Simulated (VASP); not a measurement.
A run of VASP 6.6.1:

File POSCAR:

```
BP
1.0
    0.0000000000      2.2690000000      2.2690000000
    2.2690000000      0.0000000000      2.2690000000
    2.2690000000      2.2690000000      0.0000000000
B P
1 1
Direct
    0.0000000000      0.0000000000      0.0000000000
    0.2500000000      0.2500000000      0.2500000000
```

File INCAR.step1:

```
SYSTEM = BP
PREC = Accurate
ENCUT = 520
ISMEAR = -1
SIGMA = 0.02
LREAL = .False.
LASPH = .True.
NELM = 100
NBANDS = 11
GGA = PE
ALGO = Normal
EDIFF = 1E-4
LWAVE = .True.
LCHARG = .False.
```

Contents of INCAR.step2:

```
SYSTEM = BP
PREC = Accurate
ENCUT = 520
EDIFF = 1E-6
ISMEAR = -1
SIGMA = 0.02
LREAL = .False.
LASPH = .True.
NELM = 100
ALGO = Normal
ISIF = 2
LWAVE = .False.
LCHARG = .False.
METAGGA = R2SCAN
LMIXTAU = .True.
NBANDS = 11
ISTART = 1
```

KPOINTS

```
Automatic mesh
0
Gamma
  8 8 8
  0 0 0
```

Potentials or basis: VASP PAW PBE potentials, release 64 (B, P).

Run with:

```sh
$ cat potpaw_PBE.64/B/POTCAR potpaw_PBE.64/P/POTCAR > POTCAR
$ cp INCAR.step1 INCAR
$ mpirun -np 1 vasp_std > vasp.out
$ cp INCAR.step2 INCAR
$ mpirun -np 1 vasp_std > vasp.out
```

Hardware: 1 thread of Intel(R) Xeon(R) 6975P-C (Granite Rapids), with other jobs on the host.

Q: How long does it take, and how much memory?

A: Wall time 10 s on 1 thread of Intel(R) Xeon(R) 6975P-C (Granite Rapids) (shared host), peak memory 0.13 GiB. Counts: k points 29.
